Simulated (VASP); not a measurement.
# Ir in VASP: notebook

Ir is run at these levels: LDA; tasks: single point.

Program: VASP 6.6.1. These are calculated values, not measurements. Logs are shortened: lines on timing, memory, paths and dates and some standing lists are left out, and cuts for length are marked.

## 1. The cell of the first run

The cell holds a slab with vacuum, 4 atoms: a = 2.695 Å, b = 2.695 Å, c = 23.601 Å, α = 90.00°, β = 90.00°, γ = 120.00°.

## 2. Single point, LDA

Input file INCAR:

```
PREC     = Accurate       # precision mode
ENCUT    = 520            # plane-wave cutoff, eV
EDIFF    = 1E-6           # SCF threshold, eV
ISMEAR   = 0              # smearing method
SIGMA    = 0.1            # smearing width, eV
LREAL    = False          # projectors in reciprocal space
LASPH    = True           # aspherical terms in the spheres
NELM     = 60             # most SCF steps
ALGO     = Normal         # electronic algorithm
ISIF     = 2              # what is computed and relaxed
LWAVE    = False          # write WAVECAR
LCHARG   = False          # write CHGCAR
LDIPOL   = True         
IDIPOL   = 3            
DIPOL    = 0.5 0.5 0.499
NBANDS   = 26             # bands
```

Input file KPOINTS:

```
Automatic mesh
0
Gamma
  12 12 1
```

Input file POSCAR:

```
Ir
1.0
    2.6947084175      0.0000000000      0.0000000000
   -1.3473542087      2.3336859453      0.0000000000
    0.0000000000      0.0000000000     23.6006606284
Ir
4
Direct
    0.6666666667      0.3333333333      0.3601594097
    0.3333333333      0.6666666667      0.4533864699
    0.0000000000      0.0000000000      0.5452677598
    0.6666666667      0.3333333333      0.6366513095
```

Potentials or basis: VASP PAW LDA potentials, release 64 (Ir).

Launch:

```sh
cat potpaw_LDA.64/Ir/POTCAR > POTCAR
mpirun -np 1 vasp_std > vasp.out
```

OUTCAR:

```text
PREC = Accurate
   ENCUT = 520
   EDIFF = 1E-6
   ISMEAR = 0
   LREAL = False
   LASPH = True
   NELM = 60
   ISIF = 2

 ion  position               nearest neighbor table
   1  0.667  0.333  0.360-   2 2.69   2 2.69   2 2.69
   2  0.333  0.667  0.453-   3 2.67   3 2.67   3 2.67   1 2.69   1 2.69   1 2.69
   3  0.000  0.000  0.545-   4 2.66   4 2.66   4 2.66   2 2.67   2 2.67   2 2.67
   4  0.667  0.333  0.637-   3 2.66   3 2.66   3 2.66

  LATTYP: Found a hexagonal cell.
 ALAT       =     2.6947084175
 C/A-ratio  =     8.7581500377

  Lattice vectors:

 A1 = (   2.6947084175,   0.0000000000,   0.0000000000)
 A2 = (  -1.3473542087,   2.3336859453,   0.0000000000)
 A3 = (   0.0000000000,   0.0000000000,  23.6006606284)

Analysis of symmetry for initial positions (statically):
=====================================================================
 Subroutine PRICEL returns:
 Original cell was already a primitive cell.

 Routine SETGRP: Setting up the symmetry group for a
 hexagonal supercell.

 Subroutine GETGRP returns: Found  6 space group operations
 (whereof  6 operations were pure point group operations)
 out of a pool of 24 trial point group operations.

The static configuration has the point symmetry C_3v.

Analysis of symmetry for dynamics (positions and initial velocities):
=====================================================================
 Subroutine PRICEL returns:
 Original cell was already a primitive cell.

 Routine SETGRP: Setting up the symmetry group for a
 hexagonal supercell.

 Subroutine GETGRP returns: Found  6 space group operations
 (whereof  6 operations were pure point group operations)
 out of a pool of 24 trial point group operations.

The dynamic configuration has the point symmetry C_3v.

 Subroutine INISYM returns: Found  6 space group operations
 (whereof  6 operations are pure point group operations),
 and found     1 'primitive' translations

----------------------------------------------------------------------------------------

                                     Primitive cell

  volume of cell :     148.4152

  direct lattice vectors                    reciprocal lattice vectors
     2.694708417  0.000000000  0.000000000     0.371097664  0.214253336  0.000000000
    -1.347354209  2.333685945  0.000000000     0.000000000  0.428506673  0.000000000
     0.000000000  0.000000000 23.600660628     0.000000000  0.000000000  0.042371695

  length of vectors
     2.694708417  2.694708417 23.600660628     0.428506673  0.428506673  0.042371695

  position of ions in fractional coordinates (direct lattice)
     0.666666667  0.333333333  0.360159410
     0.333333333  0.666666667  0.453386470
     0.000000000  0.000000000  0.545267760
     0.666666667  0.333333333  0.636651310

  ion indices of the primitive-cell ions
   primitive index   ion index
                 1           1
                 2           2
                 3           3
                 4           4

----------------------------------------------------------------------------------------

 KPOINTS: Automatic mesh

Automatic generation of k-mesh.
 Grid dimensions read from file:
 generate k-points for:   12   12    1

 Generating k-lattice:

  Cartesian coordinates                     Fractional coordinates (reciprocal lattice)
     0.030924805  0.017854445  0.000000000     0.083333333  0.000000000  0.000000000
     0.000000000  0.035708889  0.000000000     0.000000000  0.083333333  0.000000000
     0.000000000  0.000000000  0.042371695     0.000000000  0.000000000  1.000000000

  Length of vectors
     0.035708889  0.035708889  0.042371695

  Shift w.r.t. Gamma in fractional coordinates (k-lattice)
     0.000000000  0.000000000  0.000000000

 Subroutine IBZKPT returns following result:
 ===========================================

 Found     19 irreducible k-points:

 Following reciprocal coordinates:
            Coordinates               Weight
  0.000000  0.000000  0.000000      1.000000
  0.083333 -0.000000  0.000000      6.000000
  0.166667 -0.000000  0.000000      6.000000
  0.250000 -0.000000  0.000000      6.000000
  0.333333 -0.000000  0.000000      6.000000
  0.416667 -0.000000  0.000000      6.000000
[... 11 lines left out ...]
  0.333333  0.250000  0.000000     12.000000
  0.333333  0.333333  0.000000      2.000000
   k-points           NKPTS =     19   k-points in BZ     NKDIM =     19   number of bands    NBANDS=     26
   number of dos      NEDOS =    301   number of ions     NIONS =      4
   total plane-waves  NPLWV =  72000
   dimension x,y,z NGX =    20 NGY =   20 NGZ =  180
   dimension x,y,z NGXF=    40 NGYF=   40 NGZF=  360
   ions per type =               4
   NGX,Y,Z   is equivalent  to a cutoff of  12.34, 12.34, 12.68 a.u.
   NGXF,Y,Z  is equivalent  to a cutoff of  24.68, 24.68, 25.36 a.u.
 SYSTEM =  unknown system
   PREC   = accura    normal or accurate (medium, high low for compatibility)
   ISTART =      0    job   : 0-new  1-cont  2-samecut
   ICHARG =      2    charge: 1-file 2-atom 10-const
   ISPIN  =      1    spin polarized calculation?
   LNONCOLLINEAR =      F non collinear calculations
   LSORBIT =      F    spin-orbit coupling
   LASPH  =      T    aspherical Exc in radial PAW
   ENCUT  =  520.0 eV  38.22 Ry    6.18 a.u.   5.01  5.01 43.88*2*pi/ulx,y,z
   NELM   =     60;   NELMIN=  2; NELMDL= -5     # of ELM steps
   EDIFF  = 0.1E-05   stopping-criterion for ELM
   LREAL  =      F    real-space projection
   EDIFFG = 0.1E-04   stopping-criterion for IOM
   NSW    =      0    number of steps for IOM
   IBRION =     -1    ionic relax: 0-MD 1-quasi-New 2-CG
   NFREE  =      0    steps in history (QN), initial steepest desc. (CG)
   ISIF   =      2    stress and relaxation
   ISYM   =      2    0-nonsym 1-usesym 2-fastsym
   POTIM  = 0.5000    time-step for ionic-motion
   TEBEG  =    0.0;   TEEND  =   0.0 temperature during run
   PSTRESS=    0.0 pullay stress
   NELECT =      36.0000    total number of electrons
   NUPDOWN=      -1.0000    fix difference up-down
   EMIN   =  10.00;   EMAX   =-10.00  energy-range for DOS
   EFERMI =   0.00;   METHOD = LEGACY
   ISMEAR =     0;   SIGMA  =   0.10  broadening in eV -4-tet -1-fermi 0-gaus
   EFERMI_NEDOS =   21; number of points for ismear=-14 and -15
   IALGO  =     38    algorithm
   IMIX   =      4    mixing-type and parameters
     AMIX     =   0.40;   BMIX     =  1.00
     AMIX_MAG =   1.60;   BMIX_MAG =  1.00
  volume/ion in A,a.u.               =      37.10       250.39
  Fermi-wavevector in a.u.,A,eV,Ry     =   1.020978  1.929368 14.182649  1.042395
  Thomas-Fermi vector in A             =   2.154577
   LORBIT       =      0    0 simple, 1 ext, 2 COOP (PROOUT), +10 PAW based schemes
   GGA     = CA    functional components
   LHFCALC =     F    Hartree Fock is set to
   AEXX    =    0.0000 exact exchange contribution
   IVDW    =     0    specifies the selected vdW correction
   LEPSILON=     F    determine dielectric tensor
   LRPA    =     F    only Hartree local field effects (RPA)
 non-spin polarized calculation
 Gauss-broadening in eV      SIGMA  =   0.10
  energy-cutoff  :      520.00
  volume of cell :      148.42
 maximum number of plane-waves:      4047
 NGX is ok and might be reduce to    20
   NGX =  9   NGY =  9   NGZ = 87

 dipolmoment           0.000000      0.000000      0.001694 electrons x Angstroem

 number of electron      36.0000000 magnetization

 dipolmoment           0.000000      0.000000     -0.001136 electrons x Angstroem

 Free energy of the ion-electron system (eV)
  ---------------------------------------------------
  ext. energy  EPLUGINS =         0.00000000
  ---------------------------------------------------
  free energy    TOTEN  =       -39.15524831 eV

  energy without entropy =      -39.13335826  energy(sigma->0) =      -39.14430328

 E-fermi :   0.3376     XC(G=0):  -6.2099

 val. band max:        0.3006409242   @ k =   0.3333  -0.0000   0.0000
 cond. band min:       0.3709659667   @ k =   0.4167   0.1667   0.0000
 fundamental gap:      0.0703250424
 Fermi energy:         0.3376147763

 k-point     1 :       0.0000    0.0000    0.0000
  band No.  band energies     occupation
      1     -10.5016      2.00000
      2      -8.9475      2.00000
      3      -7.8119      2.00000
      4      -7.6797      2.00000
      5      -3.8304      2.00000
      6      -3.7392      2.00000
[... 18 lines left out ...]
     25       1.1375      0.00000
     26       5.8188      0.00000

 k-point     2 :       0.0833   -0.0000    0.0000
  band No.  band energies     occupation
      1     -10.2272      2.00000
      2      -8.6786      2.00000
      3      -7.5480      2.00000
      4      -7.3999      2.00000
      5      -4.1774      2.00000
      6      -3.9961      2.00000
[... 18 lines left out ...]
     25       2.4198      0.00000
     26       6.0273      0.00000

 k-point     3 :       0.1667   -0.0000    0.0000
  band No.  band energies     occupation
      1      -9.4719      2.00000
      2      -7.9809      2.00000
      3      -6.8966      2.00000
      4      -6.6730      2.00000
      5      -4.8247      2.00000
      6      -4.4768      2.00000
[... 18 lines left out ...]
     25       4.0348      0.00000
     26       6.5782      0.00000

 k-point     4 :       0.2500   -0.0000    0.0000
  band No.  band energies     occupation
      1      -8.4872      2.00000
      2      -7.3012      2.00000
      3      -6.4912      2.00000
      4      -5.9735      2.00000
      5      -5.5738      2.00000
      6      -4.7681      2.00000
[... 18 lines left out ...]
     25       5.5229      0.00000
     26       7.3506      0.00000
[... 351 lines left out ...]
      1      -6.5840      2.00000
      2      -6.4429      2.00000
      3      -6.0379      2.00000
      4      -5.4010      2.00000
      5      -5.3493      2.00000
      6      -4.8372      2.00000
[... 18 lines left out ...]
     25       8.6111      0.00000
     26       8.7323      0.00000

 k-point    18 :       0.3333    0.2500    0.0000
  band No.  band energies     occupation
      1      -6.5190      2.00000
      2      -6.3161      2.00000
      3      -5.8166      2.00000
      4      -5.5214      2.00000
      5      -5.3136      2.00000
      6      -4.9049      2.00000
[... 18 lines left out ...]
     25       7.4334      0.00000
     26       8.0521      0.00000

 k-point    19 :       0.3333    0.3333    0.0000
  band No.  band energies     occupation
      1      -6.0587      2.00000
      2      -6.0504      2.00000
      3      -6.0466      2.00000
      4      -5.3193      2.00000
      5      -5.2089      2.00000
      6      -4.9583      2.00000
[... 18 lines left out ...]
     25       8.1376      0.00000
     26       8.1609      0.00000

------------------------ aborting loop because EDIFF is reached ----------------------------------------

 vacuum level on the upper side and lower side of the slab       (xc-potential included)        -0.025         0.007

  FORCE on cell =-STRESS in cart. coord.  units (eV):
  Direction    XX          YY          ZZ          XY          YZ          ZX
  --------------------------------------------------------------------------------------
  -------------------------------------------------------------------------------------
  Total       -3.6377152     -3.6377152     -0.3227657     -0.0000000      0.0000000     -0.0000000
  in kB      -39.2700020    -39.2700020     -3.4843325     -0.0000000      0.0000000     -0.0000000
  external PRESSURE =     -27.3414455 kB  Pullay stress =       0.0000000 kB

 VOLUME and BASIS-vectors are now :
 -----------------------------------------------------------------------------
  energy-cutoff  :      520.00
  volume of cell :      148.42
      direct lattice vectors                 reciprocal lattice vectors
     2.694708417  0.000000000  0.000000000     0.371097664  0.214253336  0.000000000
    -1.347354209  2.333685945  0.000000000     0.000000000  0.428506673  0.000000000
     0.000000000  0.000000000 23.600660628     0.000000000  0.000000000  0.042371695

 POSITION                                       TOTAL-FORCE (eV/Angst)
 -----------------------------------------------------------------------------------
      1.34735      0.77790      8.50000        -0.000000      0.000000      0.368709
     -0.00000      1.55579     10.70022         0.000000      0.000000     -0.484454
      0.00000      0.00000     12.86868        -0.000000     -0.000000     -0.006128
      1.34735      0.77790     15.02539         0.000000      0.000000      0.121873
 -----------------------------------------------------------------------------------
    total drift:                                0.000000     -0.000000      0.001595

  FREE ENERGIE OF THE ION-ELECTRON SYSTEM (eV)
  ---------------------------------------------------
  free  energy   TOTEN  =       -39.1552483117 eV

  energy  without entropy=      -39.1333582565  energy(sigma->0) =      -39.14430328

 vacuum level on the upper side and lower side of the slab         6.108         6.038
```

Run time: 2 min. Hardware: 1 thread of Intel Xeon 6975P-C, shared host; peak memory 0.23 GiB.

What came out:

| Item | Value |
| --- | --- |
| Free energy | -39.1552 eV |
| Largest force | 0.484 eV/Å |
| Band gap on the k mesh | zero (band 18 reaches 1.49 eV, above the bottom of band 19 at -1.00 eV) |

Forces in eV/Å, atoms in the order of the input:
```
Ir   0.000  0.000  0.369
Ir   0.000  0.000 -0.484
Ir   0.000  0.000 -0.006
Ir   0.000  0.000  0.122
```

Caveat: spin-orbit coupling is left out, which moves the levels of the heavy elements.

(Part 1 of 2 ends here.)
